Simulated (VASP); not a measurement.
GaGe:

```
CELL_PARAMETERS angstrom
0.00000 2.89784 2.89784
2.89784 0.00000 2.89784
2.89784 2.89784 0.00000
ATOMIC_POSITIONS crystal
Ge 0.00000 0.00000 0.00000
Ga 0.25000 0.25000 0.25000
```

| Property | Result |
| --- | --- |
| Program | VASP 6.6.1 |
| Task | relaxation of cell and atoms |
| Functional | PBE0 |
| Potentials or basis | VASP PAW PBE potentials, release 64 (Ge_d, Ga_d) |
| Cutoff | 600 eV |
| k mesh | 4 × 4 × 4 |
| Occupations | fermi-dirac, width 0.05 eV |
| Spin | no spin polarisation |

At the start: pressure -2.0 GPa; volume 24.33 Å³/atom.

**Question.** How do energy, volume and symmetry change on relaxing?

**Answer.** Over 8 steps the energy falls by 6.1 meV/atom and the volume is 23.44 Å³/atom (-3.7 %); space group F-43m (No. 216, to 0.1 Å) before and after.

Step by step:
| step | energy change (eV) | largest force (eV/Å) | pressure (GPa) | volume (Å³) |
| --- | --- | --- | --- | --- |
| 1 | 0.0000 | 0.0000 | -2.02 | 48.67 |
| 2 | -0.0118 | 0.0000 | 0.53 | 46.54 |
| 3 | -0.0122 | 0.0000 | -0.13 | 46.88 |
| 4 | -0.0122 | 0.0000 | 0.14 | 46.81 |
| 5 | -0.0122 | 0.0000 | -0.21 | 46.94 |
| 6 | -0.0122 | 0.0000 | 0.08 | 46.87 |
| 7 | -0.0122 | 0.0000 | -0.16 | 46.89 |
| 8 | -0.0122 | 0.0000 | 0.05 | 46.88 |

Final structure:
```xyz
2
Lattice="0.0000 2.8618 2.8618 2.8618 0.0000 2.8618 2.8618 2.8618 0.0000" Properties=species:S:1:pos:R:3 pbc="T T T"
Ge    0.0000    0.0000    0.0000
Ga    1.4309    1.4309    1.4309
```

Caveat: the k points lie up to 0.48 Å⁻¹ apart in the final cell, too coarse for converged energies and pressures of a metal; the PAW data sets were made with another functional, which shifts forces and pressure a little; an odd number of electrons without spin polarisation forces a metal; a magnetic or distorted state may lie lower.
